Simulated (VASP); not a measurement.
**CdTe: single point with PBE**

Crystal: CdTe.

```
Cd Te
1.0
     0.00000    3.27996    3.27996
     3.27996    0.00000    3.27996
     3.27996    3.27996    0.00000
Cd Te
1 1
Direct
  0.00000 0.00000 0.00000
  0.25000 0.25000 0.25000
```

- Program: VASP 6.6.1
- Task: single point
- Functional: PBE
- Potentials or basis: VASP PAW PBE potentials, release 64 (Cd, Te)
- Cutoff: 520 eV
- k mesh: 6 × 6 × 6
- Occupations: fermi-dirac, width 0.02 eV
- Spin: no spin polarisation

The pressure is 1.1 GPa and the band gap on the k mesh is 0.66 eV, direct.

Levels at points of the mesh, in eV from the valence-band top:
```csv
k point,band 7,band 8,band 9,band 10,band 11,band 12
"(0.00, 0.00, 0.00)",0.00,0.00,0.00,0.66,4.62,4.62
"(0.50, 0.00, 0.00)",-4.22,-0.72,-0.72,1.78,5.20,5.20
"(0.50, 0.50, 0.00)",-4.14,-1.74,-1.74,2.67,2.68,8.65
```

It took 11 s on 1 thread of Intel(R) Xeon(R) Platinum 8559C (Emerald Rapids), on a shared host, peak memory 0.2 GiB.

Caveat: spin-orbit coupling is left out, which moves the levels of the heavy elements.
